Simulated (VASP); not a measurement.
# NiSb (P6_3/mmc) in VASP: notebook

The runs below take NiSb through single point, with PBE.

Program: VASP 6.6.1. These are calculated values, not measurements. Logs are shortened: lines on timing, memory, paths and dates and some standing lists are left out, and cuts for length are marked.

## (1) The cell of the first run

It takes space group P6_3/mmc (No. 194, hexagonal). Conventional cell: a = 3.936 Å, b = 3.936 Å, c = 5.203 Å, α = 90.00°, β = 90.00°, γ = 120.00°. Ni (site symmetry -3m) has 2 Ni at 2.60 Å and 6 Sb at 2.62 Å within 3.4 Å. Within 3.5 Å of Sb (site symmetry -6m2) lie 6 Ni at 2.62 Å and 6 Sb at 3.45 Å.

## (2) Single point, PBE (biaxial strain in the a-b plane: -1.0 %, then relaxed in part)

The input, INCAR:

```
SYSTEM = NiSb
PREC = Accurate ; ENCUT = 520
EDIFF = 1E-7 ; ISMEAR = 0
SIGMA = 0.1 ; LREAL = .False.
LASPH = .True. ; NELM = 80
ALGO = Normal ; ISIF = 2
LWAVE = .False. ; LCHARG = .False.
GGA = PE ; NBANDS = 23
```

The input, KPOINTS:

```
regular mesh
0
Gamma
  18 18 10
  0 0 0
```

The input, POSCAR:

```
NiSb
1.0
    3.9362117197      0.0000000000      0.0000000000
   -1.9681058598      3.4088593439      0.0000000000
    0.0000000000      0.0000000000      5.2028398285
Ni Sb
2 2
Direct
    0.0000000000      0.0000000000      0.0000000000
    0.0000000000      0.0000000000      0.5000000000
    0.3333333333      0.6666666667      0.2500000000
    0.6666666667      0.3333333333      0.7500000000
```

Potentials or basis: VASP PAW PBE potentials, release 64 (Ni, Sb).

The run is started by

```bash
$ cat potpaw_PBE.64/Ni/POTCAR potpaw_PBE.64/Sb/POTCAR > POTCAR
$ mpirun -np 1 vasp_std > vasp.out
```

OUTCAR:

```text
SYSTEM = NiSb
   PREC = Accurate
   ENCUT = 520
   EDIFF = 1E-7
   ISMEAR = 0
   LREAL = .False.
   LASPH = .True.
   NELM = 80
   ISIF = 2
   GGA = PE

 ion  position               nearest neighbor table
   1  0.000  0.000  0.000-   2 2.60   2 2.60   4 2.62   3 2.62   3 2.62   4 2.62   4 2.62   3 2.62

   2  0.000  0.000  0.500-   1 2.60   1 2.60   4 2.62   3 2.62   3 2.62   4 2.62   4 2.62   3 2.62

   3  0.333  0.667  0.250-   1 2.62   2 2.62   1 2.62   2 2.62   1 2.62   2 2.62   4 3.45   4 3.45
                             4 3.45   4 3.45   4 3.45   4 3.45
   4  0.667  0.333  0.750-   1 2.62   2 2.62   1 2.62   2 2.62   1 2.62   2 2.62   3 3.45   3 3.45
                             3 3.45   3 3.45   3 3.45   3 3.45

  LATTYP: Found a hexagonal cell.
 ALAT       =     3.9362117197
 C/A-ratio  =     1.3217886128

  Lattice vectors:

 A1 = (   3.9362117197,   0.0000000000,   0.0000000000)
 A2 = (  -1.9681058598,   3.4088593439,   0.0000000000)
 A3 = (   0.0000000000,   0.0000000000,   5.2028398285)

Analysis of symmetry for initial positions (statically):
=====================================================================
 Subroutine PRICEL returns:
 Original cell was already a primitive cell.

 Routine SETGRP: Setting up the symmetry group for a
 hexagonal supercell.

 Subroutine GETGRP returns: Found 24 space group operations
 (whereof 12 operations were pure point group operations)
 out of a pool of 24 trial point group operations.

The static configuration has the point symmetry D_3d.
 The point group associated with its full space group is D_6h.

Analysis of symmetry for dynamics (positions and initial velocities):
=====================================================================
 Subroutine PRICEL returns:
 Original cell was already a primitive cell.

 Routine SETGRP: Setting up the symmetry group for a
 hexagonal supercell.

 Subroutine GETGRP returns: Found 24 space group operations
 (whereof 12 operations were pure point group operations)
 out of a pool of 24 trial point group operations.

The dynamic configuration has the point symmetry D_3d.
 The point group associated with its full space group is D_6h.

 Subroutine INISYM returns: Found 24 space group operations
 (whereof 12 operations are pure point group operations),
 and found     1 'primitive' translations

----------------------------------------------------------------------------------------

                                     Primitive cell

  volume of cell :      69.8117

  direct lattice vectors                    reciprocal lattice vectors
     3.936211720  0.000000000  0.000000000     0.254051375  0.146676630  0.000000000
    -1.968105860  3.408859344  0.000000000     0.000000000  0.293353260  0.000000000
     0.000000000  0.000000000  5.202839829     0.000000000  0.000000000  0.192202726

  length of vectors
     3.936211720  3.936211720  5.202839829     0.293353260  0.293353260  0.192202726

  position of ions in fractional coordinates (direct lattice)
     0.000000000  0.000000000  0.000000000
     0.000000000  0.000000000  0.500000000
     0.333333333  0.666666667  0.250000000
     0.666666667  0.333333333  0.750000000

  ion indices of the primitive-cell ions
   primitive index   ion index
                 1           1
                 2           2
                 3           3
                 4           4

----------------------------------------------------------------------------------------

 KPOINTS: regular mesh

Automatic generation of k-mesh.
 Grid dimensions read from file:
 generate k-points for:   18   18   10

 Generating k-lattice:

  Cartesian coordinates                     Fractional coordinates (reciprocal lattice)
     0.014113965  0.008148702  0.000000000     0.055555556 -0.000000000  0.000000000
     0.000000000  0.016297403  0.000000000     0.000000000  0.055555556  0.000000000
     0.000000000  0.000000000  0.019220273     0.000000000  0.000000000  0.100000000

  Length of vectors
     0.016297403  0.016297403  0.019220273

  Shift w.r.t. Gamma in fractional coordinates (k-lattice)
     0.000000000  0.000000000  0.000000000

 Subroutine IBZKPT returns following result:
 ===========================================

 Found    222 irreducible k-points:

 Following reciprocal coordinates:
            Coordinates               Weight
  0.000000  0.000000  0.000000      1.000000
  0.055556  0.000000  0.000000      6.000000
  0.111111  0.000000  0.000000      6.000000
  0.166667 -0.000000  0.000000      6.000000
  0.222222  0.000000  0.000000      6.000000
  0.277778  0.000000  0.000000      6.000000
[... 16 lines left out ...]
  0.333333  0.111111  0.000000     12.000000
  0.388889  0.111111  0.000000     12.000000
 [... further k-points ...]
   k-points           NKPTS =    222   k-points in BZ     NKDIM =    222   number of bands    NBANDS=     23
   number of dos      NEDOS =    301   number of ions     NIONS =      4
   total plane-waves  NPLWV =  36000
   dimension x,y,z NGX =    30 NGY =   30 NGZ =   40
   dimension x,y,z NGXF=    60 NGYF=   60 NGZF=   80
   ions per type =               2   2
   NGX,Y,Z   is equivalent  to a cutoff of  12.67, 12.67, 12.78 a.u.
   NGXF,Y,Z  is equivalent  to a cutoff of  25.34, 25.34, 25.56 a.u.
 SYSTEM =  NiSb
   PREC   = accura    normal or accurate (medium, high low for compatibility)
   ISTART =      0    job   : 0-new  1-cont  2-samecut
   ICHARG =      2    charge: 1-file 2-atom 10-const
   ISPIN  =      1    spin polarized calculation?
   LNONCOLLINEAR =      F non collinear calculations
   LSORBIT =      F    spin-orbit coupling
   LASPH  =      T    aspherical Exc in radial PAW
   ENCUT  =  520.0 eV  38.22 Ry    6.18 a.u.   7.32  7.32  9.67*2*pi/ulx,y,z
   NELM   =     80;   NELMIN=  2; NELMDL= -5     # of ELM steps
   EDIFF  = 0.1E-06   stopping-criterion for ELM
   LREAL  =      F    real-space projection
   EDIFFG = 0.1E-05   stopping-criterion for IOM
   NSW    =      0    number of steps for IOM
   IBRION =     -1    ionic relax: 0-MD 1-quasi-New 2-CG
   NFREE  =      0    steps in history (QN), initial steepest desc. (CG)
   ISIF   =      2    stress and relaxation
   ISYM   =      2    0-nonsym 1-usesym 2-fastsym
   POTIM  = 0.5000    time-step for ionic-motion
   TEBEG  =    0.0;   TEEND  =   0.0 temperature during run
   PSTRESS=    0.0 pullay stress
   NELECT =      30.0000    total number of electrons
   NUPDOWN=      -1.0000    fix difference up-down
   EMIN   =  10.00;   EMAX   =-10.00  energy-range for DOS
   EFERMI =   0.00;   METHOD = LEGACY
   ISMEAR =     0;   SIGMA  =   0.10  broadening in eV -4-tet -1-fermi 0-gaus
   EFERMI_NEDOS =   21; number of points for ismear=-14 and -15
   IALGO  =     38    algorithm
   IMIX   =      4    mixing-type and parameters
     AMIX     =   0.40;   BMIX     =  1.00
     AMIX_MAG =   1.60;   BMIX_MAG =  1.00
  volume/ion in A,a.u.               =      17.45       117.78
  Fermi-wavevector in a.u.,A,eV,Ry     =   1.235395  2.334558 20.765230  1.526201
  Thomas-Fermi vector in A             =   2.370046
   LORBIT       =      0    0 simple, 1 ext, 2 COOP (PROOUT), +10 PAW based schemes
   GGA     = PE    functional components
   LHFCALC =     F    Hartree Fock is set to
   AEXX    =    0.0000 exact exchange contribution
   IVDW    =     0    specifies the selected vdW correction
   LEPSILON=     F    determine dielectric tensor
   LRPA    =     F    only Hartree local field effects (RPA)
 non-spin polarized calculation
 Gauss-broadening in eV      SIGMA  =   0.10
  energy-cutoff  :      520.00
  volume of cell :       69.81
 maximum number of plane-waves:      1940
 NGX is ok and might be reduce to    30
   NGX = 15   NGY = 15   NGZ = 19

 number of electron      30.0000017 magnetization

 Free energy of the ion-electron system (eV)
  ---------------------------------------------------
  ext. energy  EPLUGINS =         0.00000000
  ---------------------------------------------------
  free energy    TOTEN  =       -20.30628562 eV

  energy without entropy =      -20.29629486  energy(sigma->0) =      -20.30129024

 E-fermi :   9.7672     XC(G=0): -11.4309

 val. band max:        9.7566921011   @ k =   0.1667  -0.0000   0.3000
 cond. band min:       9.7698054527   @ k =   0.3889   0.1111   0.4000
 fundamental gap:      0.0131133516
 Fermi energy:         9.7671834190

 k-point     1 :       0.0000    0.0000    0.0000
  band No.  band energies     occupation
      1      -3.0600      2.00000
      2       1.2786      2.00000
      3       3.5784      2.00000
      4       5.9603      2.00000
      5       5.9603      2.00000
      6       6.7177      2.00000
[... 15 lines left out ...]
     22      16.1439      0.00000
     23      17.6510      0.00000

 k-point     2 :       0.0556    0.0000    0.0000
  band No.  band energies     occupation
      1      -3.0215      2.00000
      2       1.2795      2.00000
      3       3.6218      2.00000
      4       5.9504      2.00000
      5       5.9684      2.00000
      6       6.7050      2.00000
[... 15 lines left out ...]
     22      16.2097      0.00000
     23      17.2908      0.00000

 k-point     3 :       0.1111    0.0000    0.0000
  band No.  band energies     occupation
      1      -2.9063      2.00000
      2       1.2790      2.00000
      3       3.7514      2.00000
      4       5.9139      2.00000
      5       5.9924      2.00000
      6       6.6565      2.00000
[... 15 lines left out ...]
     22      16.4170      0.00000
     23      16.6533      0.00000
[... 495 lines left out ...]
 k-point    23 :       0.3333    0.1111    0.0000
  band No.  band energies     occupation
      1      -1.2037      2.00000
      2       0.7046      2.00000
      3       4.1781      2.00000
      4       5.6244      2.00000
      5       5.9381      2.00000
      6       6.0516      2.00000
[... 15 lines left out ...]
     22      17.3360      0.00000
     23      18.1169      0.00000

 k-point    24 :       0.3889    0.1111    0.0000
  band No.  band energies     occupation
      1      -0.7748      2.00000
      2       0.3776      2.00000
      3       3.9009      2.00000
      4       5.9677      2.00000
      5       6.0327      2.00000
      6       6.0756      2.00000
[... 15 lines left out ...]
     22      17.3238      0.00000
     23      19.1349      0.00000

 [... further k-points ...]

------------------------ aborting loop because EDIFF is reached ----------------------------------------

  FORCE on cell =-STRESS in cart. coord.  units (eV):
  Direction    XX          YY          ZZ          XY          YZ          ZX
  --------------------------------------------------------------------------------------
  -------------------------------------------------------------------------------------
  Total        0.7790934      0.7790934     -0.0310880      0.0000000      0.0000000     -0.0000000
  in kB       17.8801906     17.8801906     -0.7134706      0.0000000      0.0000000     -0.0000000
  external PRESSURE =      11.6823036 kB  Pullay stress =       0.0000000 kB

 VOLUME and BASIS-vectors are now :
 -----------------------------------------------------------------------------
  energy-cutoff  :      520.00
  volume of cell :       69.81
      direct lattice vectors                 reciprocal lattice vectors
     3.936211720  0.000000000  0.000000000     0.254051375  0.146676630  0.000000000
    -1.968105860  3.408859344  0.000000000     0.000000000  0.293353260  0.000000000
     0.000000000  0.000000000  5.202839829     0.000000000  0.000000000  0.192202726

 POSITION                                       TOTAL-FORCE (eV/Angst)
 -----------------------------------------------------------------------------------
      0.00000      0.00000      0.00000         0.000000      0.000000     -0.000000
      0.00000      0.00000      2.60142         0.000000      0.000000     -0.000000
     -0.00000      2.27257      1.30071        -0.000000      0.000000     -0.000000
      1.96811      1.13629      3.90213         0.000000      0.000000      0.000000
 -----------------------------------------------------------------------------------
    total drift:                                0.000000     -0.000000     -0.000000

  FREE ENERGIE OF THE ION-ELECTRON SYSTEM (eV)
  ---------------------------------------------------
  free  energy   TOTEN  =       -20.3062856242 eV

  energy  without entropy=      -20.2962948618  energy(sigma->0) =      -20.30129024
```

Run time: 8.6 min. Hardware: 1 thread of Oxide Virtual Turin-like, shared host; peak memory 0.4 GiB.

What came out:

```
Free energy            : -20.3063 eV
Pressure               : 1.2 GPa
Band gap on the k mesh : zero (bands 15 and 16 overlap by 3.34 eV)
```

Caveat: the cell differs from its parent crystal (biaxial strain in the a-b plane: -1.0 %, then relaxed in part); spin-orbit coupling is left out, which moves the levels of the heavy elements.

## (3) Single point, PBE

This run uses another cell than the first one, of 17.65 Å³/atom.

The input, INCAR:

```
  PREC = Accurate
  ENCUT = 520
  EDIFF = 1E-7
  ISMEAR = 0
  SIGMA = 0.1
  LREAL = False
  LASPH = True
  NELM = 60
  ALGO = Normal
  ISIF = 2
  LWAVE = False
  LCHARG = False
  GGA = PE
  NBANDS = 23
```

The input, KPOINTS:

```
Automatic mesh
0
Gamma
  18 18 10
```

The input, POSCAR:

```
NiSb
1.0
    3.9759714340      0.0000000000      0.0000000000
   -1.9879857170      3.4432922666      0.0000000000
    0.0000000000      0.0000000000      5.1568787517
Ni Sb
2 2
Direct
    0.0000000000      0.0000000000      0.0000000000
    0.0000000000      0.0000000000      0.5000000000
    0.3333333333      0.6666666667      0.2500000000
    0.6666666667      0.3333333333      0.7500000000
```

Potentials or basis: VASP PAW PBE potentials, release 64 (Ni, Sb).

The run is started by

```bash
$ cat potpaw_PBE.64/Ni/POTCAR potpaw_PBE.64/Sb/POTCAR > POTCAR
$ mpirun -np 1 vasp_std > vasp.out
```

It took 9.6 min on 1 thread of Oxide Virtual Turin-like, shared host; peak memory 0.4 GiB.

The run converged. Its results:

```
Free energy            : -20.3131 eV
Pressure               : -0.2 GPa
Band gap on the k mesh : zero (bands 15 and 16 overlap by 3.22 eV)
```

Stress tensor (GPa, compression positive):
```
-0.23  0.00  0.00
 0.00 -0.23  0.00
 0.00  0.00 -0.01
```

Levels at points of the mesh, in eV from the Fermi level:
```
           k point  band 12  band 13  band 14  band 15  band 16  band 17  band 18  band 19
(0.00, 0.00, 0.00)    -1.25     0.00     0.56     0.56     2.39     2.39     3.08     3.92
(0.50, 0.00, 0.00)    -1.76    -1.51    -1.31    -1.24    -0.39     1.14     3.42     3.87
(0.00, 0.00, 0.50)    -1.98     0.20     0.20     2.01     2.01     2.01     2.01     5.10
(0.50, 0.00, 0.50)    -1.82    -1.71    -1.71     0.21     0.21     1.61     1.61     5.14
```

Caveat: spin-orbit coupling is left out, which moves the levels of the heavy elements. Spin polarisation is off, so any magnetic state and its effect on volume and gap are missing.

## (4) Single point, PBE (biaxial strain in the a-b plane: +1.0 %, then relaxed in part)

The input, INCAR:

```
SYSTEM = NiSb
ALGO = Normal
EDIFF = 1E-6
ENCUT = 520
GGA = PE
ISIF = 2
ISMEAR = 0
LASPH = .True.
LCHARG = .False.
LREAL = .False.
LWAVE = .False.
NBANDS = 23
NELM = 60
PREC = Accurate
SIGMA = 0.1
```

The input, KPOINTS:

```
k-points
0
Gamma
  18 18 10
  0 0 0
```

The input, POSCAR:

```
NiSb
1.0
    4.0157311483      0.0000000000      0.0000000000
   -2.0078655742      3.4777251892      0.0000000000
    0.0000000000      0.0000000000      5.1138419186
Ni Sb
2 2
Direct
    0.0000000000      0.0000000000      0.0000000000
    0.0000000000      0.0000000000      0.5000000000
    0.3333333333      0.6666666667      0.2500000000
    0.6666666667      0.3333333333      0.7500000000
```

The run is started by

```bash
$ cat potpaw_PBE.64/Ni/POTCAR potpaw_PBE.64/Sb/POTCAR > POTCAR
$ mpirun -np 1 vasp_std > vasp.out
```

Run time: 9 min. Hardware: 1 thread of Oxide Virtual Turin-like, shared host; peak memory 0.4 GiB.

Results (log left out):

```yaml
Free_energy: -20.3029 eV
Pressure: -1.4 GPa
Band_gap_on_the_k_mesh: zero (bands 15 and 16 overlap by 3.11 eV)
```

Stress tensor (GPa, compression positive):
```
-2.07  0.00  0.00
 0.00 -2.07  0.00
 0.00  0.00 -0.02
```

Levels at points of the mesh, in eV from the Fermi level:
| k point | band 11 | band 12 | band 13 | band 14 | band 15 | band 16 | band 17 | band 18 | band 19 | band 20 |
| --- | --- | --- | --- | --- | --- | --- | --- | --- | --- | --- |
| (0.00, 0.00, 0.00) | -1.17 | -1.17 | 0.08 | 0.47 | 0.47 | 2.28 | 2.28 | 2.94 | 3.90 | 4.80 |
| (0.50, 0.00, 0.00) | -1.96 | -1.71 | -1.47 | -1.22 | -1.16 | -0.42 | 1.19 | 3.37 | 3.84 | 5.34 |
| (0.00, 0.00, 0.50) | -1.94 | -1.94 | 0.21 | 0.21 | 1.93 | 1.93 | 1.93 | 1.93 | 5.03 | 5.03 |
| (0.50, 0.00, 0.50) | -1.78 | -1.78 | -1.66 | -1.66 | 0.20 | 0.20 | 1.54 | 1.54 | 5.26 | 5.26 |

Caveat: the cell differs from its parent crystal (biaxial strain in the a-b plane: +1.0 %, then relaxed in part); spin-orbit coupling is left out, which moves the levels of the heavy elements.

## (5) Single point, PBE (biaxial strain in the a-b plane: +1.0 %)

The input, INCAR:

```
SYSTEM = NiSb
ALGO     = Normal         ! electronic algorithm
EDIFF    = 1E-7           ! SCF threshold, eV
ENCUT    = 520            ! plane-wave cutoff, eV
GGA      = PE             ! functional
ISIF     = 2              ! what is computed and relaxed
ISMEAR   = 0              ! smearing method
LASPH    = .True.         ! aspherical terms in the spheres
LCHARG   = .True.         ! write CHGCAR
LELF     = .True.         ! ELF
LREAL    = .False.        ! projectors in reciprocal space
LVHAR    = .True.       
LWAVE    = .False.        ! write WAVECAR
NBANDS   = 23             ! bands
NELM     = 60             ! most SCF steps
PREC     = Accurate       ! precision mode
SIGMA    = 0.1            ! smearing width, eV
```

KPOINTS is that of step 4.

Edit POSCAR of step 4 so:

```diff
@@ -4,3 +4,3 @@
    -2.0078655742      3.4777251892      0.0000000000
-    0.0000000000      0.0000000000      5.1138419186
+    0.0000000000      0.0000000000      5.1259374792
 Ni Sb
```

The run is started by

```bash
$ cat potpaw_PBE.64/Ni/POTCAR potpaw_PBE.64/Sb/POTCAR > POTCAR
$ mpirun -np 1 vasp_std > vasp.out
```

Wall time 9.5 min (1 thread of Oxide Virtual Turin-like, shared host); peak memory 0.4 GiB.

Results (log left out):

```
Free energy            : -20.3027 eV
Pressure               : -1.6 GPa
Band gap on the k mesh : zero (bands 15 and 16 overlap by 3.11 eV)
```

Stress tensor (GPa, compression positive):
```
-2.25  0.00  0.00
 0.00 -2.25  0.00
 0.00  0.00 -0.44
```

Levels at points of the mesh, in eV from the Fermi level:
| k point | band 11 | band 12 | band 13 | band 14 | band 15 | band 16 | band 17 | band 18 | band 19 | band 20 |
| --- | --- | --- | --- | --- | --- | --- | --- | --- | --- | --- |
| (0.00, 0.00, 0.00) | -1.17 | -1.17 | 0.07 | 0.48 | 0.48 | 2.28 | 2.28 | 2.95 | 3.88 | 4.80 |
| (0.50, 0.00, 0.00) | -1.95 | -1.70 | -1.46 | -1.23 | -1.16 | -0.42 | 1.18 | 3.38 | 3.83 | 5.33 |
| (0.00, 0.00, 0.50) | -1.93 | -1.93 | 0.20 | 0.20 | 1.94 | 1.94 | 1.94 | 1.94 | 5.02 | 5.02 |
| (0.50, 0.00, 0.50) | -1.77 | -1.77 | -1.66 | -1.66 | 0.20 | 0.20 | 1.54 | 1.54 | 5.23 | 5.23 |

Caveat: the cell differs from its parent crystal (biaxial strain in the a-b plane: +1.0 %); spin-orbit coupling is left out, which moves the levels of the heavy elements.

## (6) Summary

```csv
cell,gap on the mesh (eV),pressure (GPa)
"a = 3.936, b = 3.936, c = 5.203 Å, angles 90.0, 90.0, 120.0°, 4 atoms",none,1.2
"a = 3.976, b = 3.976, c = 5.157 Å, angles 90.0, 90.0, 120.0°, 4 atoms",none,-0.2
"a = 4.016, b = 4.016, c = 5.114 Å, angles 90.0, 90.0, 120.0°, 4 atoms",none,-1.4
"a = 4.016, b = 4.016, c = 5.126 Å, angles 90.0, 90.0, 120.0°, 4 atoms",none,-1.6
```

Alike in all rows: task single point; level PBE; potentials or basis VASP PAW PBE potentials, release 64 (Ni, Sb); no spin polarisation; k mesh 18 × 18 × 10; cutoff (eV) 520; smearing gaussian 0.1 eV.

Caveats: spin-orbit coupling is left out, which moves the levels of the heavy elements.

Total energies depend on the potentials used, so only differences within one code and one set of settings carry meaning.
